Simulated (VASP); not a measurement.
The system is AlO4.

```
CELL_PARAMETERS angstrom
4.07772 0.00000 0.00000
-2.03886 3.53141 0.00000
0.00000 0.00000 4.01553
ATOMIC_POSITIONS crystal
Al 0.00000 0.00000 0.52444
O 0.50000 0.00000 0.56355
O 0.00000 0.50000 0.56355
O 0.50000 0.50000 0.56355
O 0.00000 0.00000 0.05053
```

The cell was built from a structure type or drawn by symmetry, and may not be a known phase.

| Property | Result |
| --- | --- |
| Program | VASP 6.6.1 |
| Task | relaxation of cell and atoms |
| Functional | PBE |
| Potentials or basis | VASP PAW PBE potentials, release 64 (Al, O) |
| Cutoff | 600 eV |
| k mesh | 6 × 6 × 4 |
| Occupations | gaussian, width 0.1 eV |
| Spin | collinear spin, ferromagnetic start |
| Starting moments | [0.0, 1.0, 1.0, 1.0, 1.0] μB |

At the start: pressure -9.6 GPa; volume 11.56 Å³/atom.

How do energy, volume and symmetry change on relaxing?

Over 13 steps the energy falls by 107.5 meV/atom and the volume is 10.32 Å³/atom (-10.7 %); space group P6mm (No. 183, to 0.1 Å) before, P6/mmm (No. 191, to 0.1 Å); moment 0.00 μB per cell.

Step by step:
```csv
step,energy change (eV),largest force (eV/Å),pressure (GPa),volume (Å³)
1,0.0000,0.4740,-9.63,57.82
2,-0.4075,1.0623,-0.18,52.15
3,-0.4443,1.1913,4.28,50.41
4,-0.4204,2.5874,4.24,50.37
5,-0.5116,0.3962,3.47,50.40
6,-0.5271,0.3730,-1.15,51.94
7,-0.5289,0.2674,-0.08,51.56
8,-0.5314,0.2307,-0.44,51.69
9,-0.5316,0.3012,-0.54,51.72
10,-0.5334,0.2504,-0.49,51.71
11,-0.5369,0.0982,-0.34,51.65
12,-0.5357,0.2115,-0.02,51.54
13,-0.5377,0.0242,-0.21,51.61
```

Final structure:
```yaml
crystal:
  lattice:
    - [4.07220, 0.00000, 0.00000]
    - [-2.03610, 3.52663, 0.00000]
    - [0.00000, 0.00000, 3.59366]
  atoms:
    - { symbol: Al, position: [0.00000, 0.00000, 0.55301] }
    - { symbol: O, position: [0.50000, 0.00000, 0.55312] }
    - { symbol: O, position: [0.00000, 0.50000, 0.55312] }
    - { symbol: O, position: [0.50000, 0.50000, 0.55312] }
    - { symbol: O, position: [0.00000, 0.00000, 0.05325] }
```

Caveat: the k points lie up to 0.44 Å⁻¹ apart in the final cell.
